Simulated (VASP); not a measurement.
Runs of VASP 6.6.1 on MnSb4. It takes space group P4/mmm (No. 123, tetragonal). Conventional cell: a = 3.080 Å, b = 3.080 Å, c = 14.994 Å, α = 90.00°, β = 90.00°, γ = 90.00°. Sb (site symmetry 4mm) has 1 Mn at 2.70 Å and 5 Sb at 3.08 to 3.29 Å within 3.6 Å. Within 4.0 Å of Sb (site symmetry 4mm) lie 6 Sb at 3.02 to 3.29 Å. Within 3.6 Å of Mn (site symmetry 4/mmm) lie 2 Sb at 2.70 Å and 4 Mn at 3.08 Å. 

```tsv
level	potentials or basis	spin	U	fixed moment (μB)	k mesh	gap on the mesh (eV)	pressure (GPa)	moment (μB)	largest force (eV/Å)
LDA+U	VASP PAW LDA potentials, release 64 (Sb, Mn_pv)	collinear, ferromagnetic start	Mn d U = 6.0 eV	-	9 × 9 × 2	none	-1.6	4.79	0.58
LDA+U	VASP PAW LDA potentials, release 64 (Sb, Mn_pv)	collinear, ferromagnetic start	Mn d U = 8.0 eV	-	9 × 9 × 2	none	-1.1	4.95	0.75
PBE	VASP PAW PBE potentials, release 64 (Sb, Mn_pv)	collinear, ferromagnetic start	-	2.0	7 × 7 × 2	-	(b)	2.00	0.36
PBE	VASP PAW PBE potentials, release 64 (Sb, Mn_pv)	collinear, ferromagnetic start	-	3.0	7 × 7 × 2	-	(a)	3.00	0.17
PBE	VASP PAW PBE potentials, release 64 (Sb, Mn_pv)	collinear, zero start	-	0.0	7 × 7 × 2	-	-3.2	0.00	0.59
```

Alike in all rows: task single point; cell as given; cutoff (eV) 520; smearing fermi-dirac 0.05 eV.

Q: Estimate the missing entries.

A: (a) -0.8; (b) -1.2.

Caveats: spin-orbit coupling is left out, which moves the levels of the heavy elements; a cell with one magnetic atom can't hold antiferromagnetic order, which such compounds often take (at least some runs); the U is typed as a test and isn't derived for this compound (at least some runs); the total moment is fixed, so each spin has its own Fermi level and the state may be an excited one (at least some runs); the cell stands under tension (at least some runs); the total moment is fixed, so each spin has its own Fermi level (at least some runs).

A k mesh can miss the band edges, and the runs leave out spin-orbit coupling on Sb.

A gap of «none» marks levels without a gap at the run's occupations.
